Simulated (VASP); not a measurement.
Here is a VASP 6.6.1 calculation.

INCAR

```
SYSTEM = LiH
PREC     = Accurate       ! precision mode
ENCUT    = 520            ! plane-wave cutoff, eV
EDIFF    = 1E-6           ! SCF threshold, eV
ISMEAR   = 0              ! smearing method
SIGMA    = 0.05           ! smearing width, eV
LREAL    = .False.        ! projectors in reciprocal space
LASPH    = .True.         ! aspherical terms in the spheres
NELM     = 80             ! most SCF steps
ALGO     = Normal         ! electronic algorithm
ISIF     = 2              ! what is computed and relaxed
LWAVE    = .False.        ! write WAVECAR
LCHARG   = .False.        ! write CHGCAR
GGA      = CA             ! functional
NBANDS   = 9              ! bands
```

KPOINTS

```
Automatic mesh
0
Gamma
  10 10 10
  0 0 0
```

File POSCAR:

```
LiH
1.0
    0.0000000000      2.0325000000      2.0325000000
    2.0325000000      0.0000000000      2.0325000000
    2.0325000000      2.0325000000      0.0000000000
Li H
1 1
Direct
    0.0000000000      0.0000000000      0.0000000000
    0.5213044380      0.5213044380      0.5213044380
```

Potentials or basis: VASP PAW LDA potentials, release 64 (Li_sv, H).

Run with:

```bash
$ cat potpaw_LDA.64/Li_sv/POTCAR potpaw_LDA.64/H/POTCAR > POTCAR
$ mpirun -np 1 vasp_std > vasp.out
```

Problem. Estimate the band gap on the k mesh.

Solution. 2.78 eV.

Problem. Predict the largest force.

Solution. 0.138 eV/Å.

Forces on the atoms (eV/Å):
```
Li   0.080  0.080  0.080
H   -0.080 -0.080 -0.080
```

Caveat: the cell differs from its parent crystal (all H atoms moved +0.150 Å, as atom 2 along Cartesian [1 1 1]). A k mesh can miss the band edges.
